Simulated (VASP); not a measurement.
Set up this calculation in VASP 6.6.1, as the native input.

```
Task                   : electric field gradients
Functional             : PBEsol
Potentials or basis    : VASP PAW PBE potentials, release 64 (Sb)
Cutoff                 : 520 eV
k mesh                 : 12 × 12 × 7
Occupations            : fermi-dirac, width 0.05 eV
Spin                   : no spin polarisation
Dipole correction      : no
Further INCAR settings : ALGO = Normal; EDIFF = 1e-08; NBANDS = 12
```

The structure of Sb lies in POSCAR:

```
Sb
1.0
    3.3463887588      0.0000000000      0.0000000000
   -1.6731943794      2.8980576760      0.0000000000
    0.0000000000      0.0000000000      5.2942271101
Sb
2
Direct
    0.3333333333      0.6666666667      0.2500000000
    0.6666666667      0.3333333333      0.7500000000
```

This cell differs from its parent crystal: volume scaled by 0.98.

The input as run:

INCAR

```
PREC = Accurate
ENCUT = 520
EDIFF = 1E-8
ISMEAR = -1
SIGMA = 0.05
LREAL = False
LASPH = True
NELM = 100
ALGO = Normal
ISIF = 2
LWAVE = False
LCHARG = False
GGA = PS
LEFG = True
NBANDS = 12
```

KPOINTS

```
Automatic mesh
0
Gamma
  12 12 7
```

Potentials or basis: VASP PAW PBE potentials, release 64 (Sb).

Run with:

```sh
$ cat potpaw_PBE.64/Sb/POTCAR > POTCAR
$ mpirun -np 1 vasp_std > vasp.out
```

Results of the run:

```json
{"Pressure": "1.3 GPa", "Band gap on the k mesh": "zero (band 5 reaches 13.15 eV, above the bottom of band 6 at 5.99 eV)"}
```

Caveat: without QUAD_EFG the Cq values of the log hold for a quadrupole moment of 1 mb, not for the nuclei; the PAW data sets were made with another functional, which shifts forces and pressure a little; spin-orbit coupling is left out, which moves the levels of the heavy elements.

It took 16 s on 1 thread of Intel(R) Xeon(R) 6975P-C (Granite Rapids), on a shared host, peak memory 0.19 GiB.
